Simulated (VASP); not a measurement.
The system is ScHBr2.

```
CELL_PARAMETERS angstrom
5.19213 0.00000 0.00000
0.00000 5.19213 0.00000
0.00000 0.00000 5.19213
ATOMIC_POSITIONS crystal
Sc 0.00000 0.00000 0.00000
H 0.00000 0.00000 0.50000
Br 0.50000 0.00000 0.00000
Br 0.00000 0.50000 0.00000
```

```yaml
Program: VASP 6.6.1
Task: relaxation of cell and atoms
Functional: PBE
Potentials_or_basis: VASP PAW PBE potentials, release 64 (Sc_sv, H, Br)
Cutoff: 600 eV
k_mesh: 6 × 6 × 6
Occupations: gaussian, width 0.02 eV
Spin: no spin polarisation
```

At the start: pressure -1.7 GPa; volume 34.99 Å³/atom.

How do energy, volume and symmetry change on relaxing?

Over 10 steps the energy falls by 293.9 meV/atom and the volume is 27.37 Å³/atom (-21.8 %); space group P4/mmm (No. 123, to 0.1 Å) before and after.

The path:
| step | energy change (eV) | largest force (eV/Å) | pressure (GPa) | volume (Å³) |
| --- | --- | --- | --- | --- |
| 1 | 0.0000 | 0.0000 | -1.74 | 139.97 |
| 2 | -0.4857 | 0.0000 | -2.24 | 132.08 |
| 3 | -0.9107 | 0.0000 | 0.87 | 105.85 |
| 4 | -1.0494 | 0.0000 | -2.15 | 119.93 |
| 5 | -1.1365 | 0.0000 | -0.97 | 111.52 |
| 6 | -1.1504 | 0.0000 | -1.54 | 114.45 |
| 7 | -1.1520 | 0.0000 | -1.44 | 113.89 |
| 8 | -1.1701 | 0.0000 | 0.79 | 107.22 |
| 9 | -1.1750 | 0.0000 | 0.03 | 109.24 |
| 10 | -1.1756 | 0.0000 | 0.02 | 109.46 |

Final structure:
```xyz
4
Lattice="5.2769 0.0000 0.0000 0.0000 5.2769 0.0000 0.0000 0.0000 3.9311" Properties=species:S:1:pos:R:3 pbc="T T T"
Sc    5.2769    0.0000    3.9311
H     5.2769    0.0000    1.9656
Br    2.6384    5.2769    3.9311
Br    0.0000    2.6384    0.0000
```

Caveat: the volume moved by over 15 % at a fixed basis, so the end points are rough.
